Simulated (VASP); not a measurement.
# B2N (I4/mmm) in VASP: single point with PBE

Aim: the single point of B2N with PBE.

Everything below comes from runs of VASP 6.6.1. Logs are shortened: lines on timing, memory, paths and dates and some standing lists are left out, and cuts for length are marked.

### 1 The cell of the first run

Symmetry: I4/mmm, No. 139, tetragonal system. The conventional cell has a = 3.608 Å, b = 3.608 Å, c = 7.577 Å, α = 90.00°, β = 90.00°, γ = 90.00°. B (site symmetry m2m) has 2 N at 1.65 Å and 4 B at 1.75 to 1.86 Å within 2.2 Å. Within 2.2 Å of N (site symmetry 4mm) lie 4 B at 1.65 Å and 1 N at 2.18 Å.

The cell was generated, and may not be a known phase.

### 2 Single point, PBE

File INCAR:

```
ALGO = Normal
EDIFF = 1E-6
ENCUT = 1330
GGA = PE
GGA_COMPAT = F
ISIF = 2
ISMEAR = 0
LASPH = T
LCHARG = T
LELF = T
LREAL = F
LVHAR = T
LWAVE = F
NBANDS = 20
NELM = 120
PREC = Accurate
SIGMA = 0.1
```

File KPOINTS:

```
k-points
0
Gamma
  14 14 14
```

File POSCAR:

```
B2N
1.0
   -1.8038878741      1.8038878741      3.7883276324
    1.8038878741     -1.8038878741      3.7883276324
    1.8038878741      1.8038878741     -3.7883276324
B N
4 2
Direct
    0.2577653458      0.2577653458      0.5155306916
    0.2577653458      0.7422346542      0.0000000000
    0.7422346542      0.2577653458      0.0000000000
    0.7422346542      0.7422346542      0.4844693084
    0.6436202334      0.6436202334      0.0000000000
    0.3563797666      0.3563797666      0.0000000000
```

Potentials or basis: VASP PAW PBE potentials, release 64 (B_h, N_h).

Launch:

```sh
$ cat potpaw_PBE.64/B_h/POTCAR potpaw_PBE.64/N_h/POTCAR > POTCAR
$ mpirun -np 1 vasp_std > vasp.out
```

OUTCAR:

```text
EDIFF = 1E-6
   ENCUT = 1330
   GGA = PE
   ISIF = 2
   ISMEAR = 0
   LASPH = T
   LREAL = F
   NELM = 120
   PREC = Accurate

 ion  position               nearest neighbor table
   1  0.258  0.258  0.516-
   2  0.258  0.742  0.000-
   3  0.742  0.258  0.000-
   4  0.742  0.742  0.484-
   5  0.644  0.644  0.000-
   6  0.356  0.356  0.000-

  LATTYP: Found a body centered tetragonal cell.
 ALAT       =     3.6077757482
 C/A-ratio  =     2.1000904140

  Lattice vectors:

 A1 = (  -1.8038878741,   1.8038878741,   3.7883276324)
 A2 = (   1.8038878741,  -1.8038878741,   3.7883276324)
 A3 = (   1.8038878741,   1.8038878741,  -3.7883276324)

Analysis of symmetry for initial positions (statically):
=====================================================================
 Subroutine PRICEL returns:
 Original cell was already a primitive cell.

 Routine SETGRP: Setting up the symmetry group for a
 body centered tetragonal supercell.

 Subroutine GETGRP returns: Found 16 space group operations
 (whereof 16 operations were pure point group operations)
 out of a pool of 16 trial point group operations.

The static configuration has the point symmetry D_4h.

Analysis of symmetry for dynamics (positions and initial velocities):
=====================================================================
 Subroutine PRICEL returns:
 Original cell was already a primitive cell.

 Routine SETGRP: Setting up the symmetry group for a
 body centered tetragonal supercell.

 Subroutine GETGRP returns: Found 16 space group operations
 (whereof 16 operations were pure point group operations)
 out of a pool of 16 trial point group operations.

The dynamic configuration has the point symmetry D_4h.

 Subroutine INISYM returns: Found 16 space group operations
 (whereof 16 operations are pure point group operations),
 and found     1 'primitive' translations

----------------------------------------------------------------------------------------

                                     Primitive cell

  volume of cell :      49.3090

  direct lattice vectors                    reciprocal lattice vectors
    -1.803887874  1.803887874  3.788327632     0.000000000  0.277179090  0.131984361
     1.803887874 -1.803887874  3.788327632     0.277179090  0.000000000  0.131984361
     1.803887874  1.803887874 -3.788327632     0.277179090  0.277179090  0.000000000

  length of vectors
     4.567214597  4.567214597  4.567214597     0.306998566  0.306998566  0.391990429

  position of ions in fractional coordinates (direct lattice)
     0.257765346  0.257765346  0.515530692
     0.257765346  0.742234654  0.000000000
     0.742234654  0.257765346  0.000000000
     0.742234654  0.742234654  0.484469308
     0.643620233  0.643620233  0.000000000
     0.356379767  0.356379767  0.000000000

  ion indices of the primitive-cell ions
   primitive index   ion index
                 1           1
                 2           2
                 3           3
                 4           4
                 5           5
                 6           6

----------------------------------------------------------------------------------------

 KPOINTS: k-points

Automatic generation of k-mesh.
 Grid dimensions read from file:
 generate k-points for:   14   14   14

 Generating k-lattice:

  Cartesian coordinates                     Fractional coordinates (reciprocal lattice)
     0.000000000  0.019798506  0.009427454     0.071428571  0.000000000  0.000000000
     0.019798506  0.000000000  0.009427454     0.000000000  0.071428571  0.000000000
     0.019798506  0.019798506  0.000000000     0.000000000  0.000000000  0.071428571

  Length of vectors
     0.021928469  0.021928469  0.027999316

  Shift w.r.t. Gamma in fractional coordinates (k-lattice)
     0.000000000  0.000000000  0.000000000

 Subroutine IBZKPT returns following result:
 ===========================================

 Found    244 irreducible k-points:

 Following reciprocal coordinates:
            Coordinates               Weight
  0.000000  0.000000  0.000000      1.000000
  0.071429  0.000000  0.000000      8.000000
  0.142857 -0.000000  0.000000      8.000000
  0.214286 -0.000000  0.000000      8.000000
  0.285714 -0.000000  0.000000      8.000000
  0.357143 -0.000000  0.000000      8.000000
[... 16 lines left out ...]
  0.214286  0.142857  0.000000     16.000000
  0.285714  0.142857  0.000000     16.000000
 [... further k-points ...]
   k-points           NKPTS =    244   k-points in BZ     NKDIM =    244   number of bands    NBANDS=     20
   number of dos      NEDOS =    301   number of ions     NIONS =      6
   total plane-waves  NPLWV = 157464
   dimension x,y,z NGX =    54 NGY =   54 NGZ =   54
   dimension x,y,z NGXF=   108 NGYF=  108 NGZF=  108
   ions per type =               4   2
   NGX,Y,Z   is equivalent  to a cutoff of  19.66, 19.66, 19.66 a.u.
   NGXF,Y,Z  is equivalent  to a cutoff of  39.31, 39.31, 39.31 a.u.
 SYSTEM =  unknown system
   PREC   = accura    normal or accurate (medium, high low for compatibility)
   ISTART =      0    job   : 0-new  1-cont  2-samecut
   ICHARG =      2    charge: 1-file 2-atom 10-const
   ISPIN  =      1    spin polarized calculation?
   LNONCOLLINEAR =      F non collinear calculations
   LSORBIT =      F    spin-orbit coupling
   LASPH  =      T    aspherical Exc in radial PAW
   ENCUT  = 1330.0 eV  97.75 Ry    9.89 a.u.  13.58 13.58 13.58*2*pi/ulx,y,z
   NELM   =    120;   NELMIN=  2; NELMDL= -5     # of ELM steps
   EDIFF  = 0.1E-05   stopping-criterion for ELM
   LREAL  =      F    real-space projection
   EDIFFG = 0.1E-04   stopping-criterion for IOM
   NSW    =      0    number of steps for IOM
   IBRION =     -1    ionic relax: 0-MD 1-quasi-New 2-CG
   NFREE  =      0    steps in history (QN), initial steepest desc. (CG)
   ISIF   =      2    stress and relaxation
   ISYM   =      2    0-nonsym 1-usesym 2-fastsym
   POTIM  = 0.5000    time-step for ionic-motion
   TEBEG  =    0.0;   TEEND  =   0.0 temperature during run
   PSTRESS=    0.0 pullay stress
   NELECT =      22.0000    total number of electrons
   NUPDOWN=      -1.0000    fix difference up-down
   EMIN   =  10.00;   EMAX   =-10.00  energy-range for DOS
   EFERMI =   0.00;   METHOD = LEGACY
   ISMEAR =     0;   SIGMA  =   0.10  broadening in eV -4-tet -1-fermi 0-gaus
   EFERMI_NEDOS =   21; number of points for ismear=-14 and -15
   IALGO  =     38    algorithm
   IMIX   =      4    mixing-type and parameters
     AMIX     =   0.40;   BMIX     =  1.00
     AMIX_MAG =   1.60;   BMIX_MAG =  1.00
  volume/ion in A,a.u.               =       8.22        55.46
  Fermi-wavevector in a.u.,A,eV,Ry     =   1.250951  2.363954 21.291453  1.564878
  Thomas-Fermi vector in A             =   2.384921
   LORBIT       =      0    0 simple, 1 ext, 2 COOP (PROOUT), +10 PAW based schemes
   GGA     = PE    functional components
   LHFCALC =     F    Hartree Fock is set to
   AEXX    =    0.0000 exact exchange contribution
   IVDW    =     0    specifies the selected vdW correction
   LEPSILON=     F    determine dielectric tensor
   LRPA    =     F    only Hartree local field effects (RPA)
 non-spin polarized calculation
 Gauss-broadening in eV      SIGMA  =   0.10
  energy-cutoff  :     1330.00
  volume of cell :       49.31
 maximum number of plane-waves:      5471
   NGX = 27   NGY = 27   NGZ = 27

 number of electron      22.0000000 magnetization

 Free energy of the ion-electron system (eV)
  ---------------------------------------------------
  ext. energy  EPLUGINS =         0.00000000
  ---------------------------------------------------
  free energy    TOTEN  =       -38.80581737 eV

  energy without entropy =      -38.79994912  energy(sigma->0) =      -38.80288324

 E-fermi :   5.5590     XC(G=0): -10.9808

 val. band max:        5.5548210289   @ k =  -0.3571  -0.4286   0.3571
 cond. band min:       5.5642197476   @ k =   0.4286   0.1429   0.0714
 fundamental gap:      0.0093987187
 Fermi energy:         5.5589668543

 k-point     1 :       0.0000    0.0000    0.0000
  band No.  band energies     occupation
      1     -14.6722      2.00000
      2      -8.6446      2.00000
      3      -3.6555      2.00000
      4      -1.6242      2.00000
      5      -1.6242      2.00000
      6      -1.0437      2.00000
[... 12 lines left out ...]
     19      15.3724      0.00000
     20      16.4537      0.00000

 k-point     2 :       0.0714    0.0000    0.0000
  band No.  band energies     occupation
      1     -14.6535      2.00000
      2      -8.6529      2.00000
      3      -3.8187      2.00000
      4      -1.9042      2.00000
      5      -1.6290      2.00000
      6      -0.5392      2.00000
[... 12 lines left out ...]
     19      15.5109      0.00000
     20      16.4049      0.00000

 k-point     3 :       0.1429   -0.0000    0.0000
  band No.  band energies     occupation
      1     -14.5998      2.00000
      2      -8.6766      2.00000
      3      -4.2611      2.00000
      4      -2.0395      2.00000
      5      -1.6418      2.00000
      6      -0.1756      2.00000
[... 12 lines left out ...]
     19      15.8765      0.00000
     20      16.3665      0.00000

 k-point     4 :       0.2143   -0.0000    0.0000
  band No.  band energies     occupation
      1     -14.5195      2.00000
      2      -8.7120      2.00000
      3      -4.8165      2.00000
      4      -1.9344      2.00000
      5      -1.6589      2.00000
      6      -0.1965      2.00000
[... 429 lines left out ...]
 k-point    23 :       0.2143    0.1429    0.0000
  band No.  band energies     occupation
      1     -14.4313      2.00000
      2      -8.8065      2.00000
      3      -4.7786      2.00000
      4      -3.4104      2.00000
      5      -0.5515      2.00000
      6      -0.0815      2.00000
[... 12 lines left out ...]
     19      17.0853      0.00000
     20      17.2588      0.00000

 k-point    24 :       0.2857    0.1429    0.0000
  band No.  band energies     occupation
      1     -14.3419      2.00000
      2      -8.8315      2.00000
      3      -5.2445      2.00000
      4      -3.3905      2.00000
      5      -0.4503      2.00000
      6      -0.2248      2.00000
[... 12 lines left out ...]
     19      17.3161      0.00000
     20      17.7744      0.00000

 [... further k-points ...]
[... 5 lines left out ...]
  --------------------------------------------------------------------------------------
  -------------------------------------------------------------------------------------
  Total       -0.0314309     -0.0314309     -0.0270489      0.0000000      0.0000000      0.0000000
  in kB       -1.0212708     -1.0212708     -0.8788892      0.0000000      0.0000000      0.0000000
  external PRESSURE =      -0.9738102 kB  Pullay stress =       0.0000000 kB

 VOLUME and BASIS-vectors are now :
 -----------------------------------------------------------------------------
  energy-cutoff  :     1330.00
  volume of cell :       49.31
      direct lattice vectors                 reciprocal lattice vectors
    -1.803887874  1.803887874  3.788327632     0.000000000  0.277179090  0.131984361
     1.803887874 -1.803887874  3.788327632     0.277179090  0.000000000  0.131984361
     1.803887874  1.803887874 -3.788327632     0.277179090  0.277179090  0.000000000

 POSITION                                       TOTAL-FORCE (eV/Angst)
 -----------------------------------------------------------------------------------
      0.92996      0.92996      0.00000        -0.002825     -0.002825     -0.000000
      0.87393     -0.87393      3.78833         0.002825     -0.002825      0.000000
     -0.87393      0.87393      3.78833        -0.002825      0.002825     -0.000000
      0.87393      0.87393      3.78833         0.002825      0.002825      0.000000
      0.00000      0.00000      4.87649         0.000000      0.000000      0.010479
      0.00000      0.00000      2.70017         0.000000      0.000000     -0.010479
 -----------------------------------------------------------------------------------
    total drift:                                0.000000      0.000000     -0.000000

  FREE ENERGIE OF THE ION-ELECTRON SYSTEM (eV)
  ---------------------------------------------------
  free  energy   TOTEN  =       -38.8058173706 eV

  energy  without entropy=      -38.7999491166  energy(sigma->0) =      -38.80288324
```

It took 21 min on 1 thread of Intel Xeon Platinum 8488C (Sapphire Rapids), shared host; peak memory 0.94 GiB.

Results:

```yaml
Free_energy: -38.8058 eV
Pressure: -0.1 GPa
Largest_force: 0.010 eV/Å
Band_gap_on_the_k_mesh: zero (bands 11 and 12 overlap by 0.33 eV)
```

Forces in eV/Å, atoms in the order of the input:
```
B   -0.003 -0.003  0.000
B    0.003 -0.003  0.000
B   -0.003  0.003  0.000
B    0.003  0.003  0.000
N    0.000  0.000  0.010
N    0.000  0.000 -0.010
```

Caveat: semilocal functionals underestimate gaps, and a narrow one can read as zero.
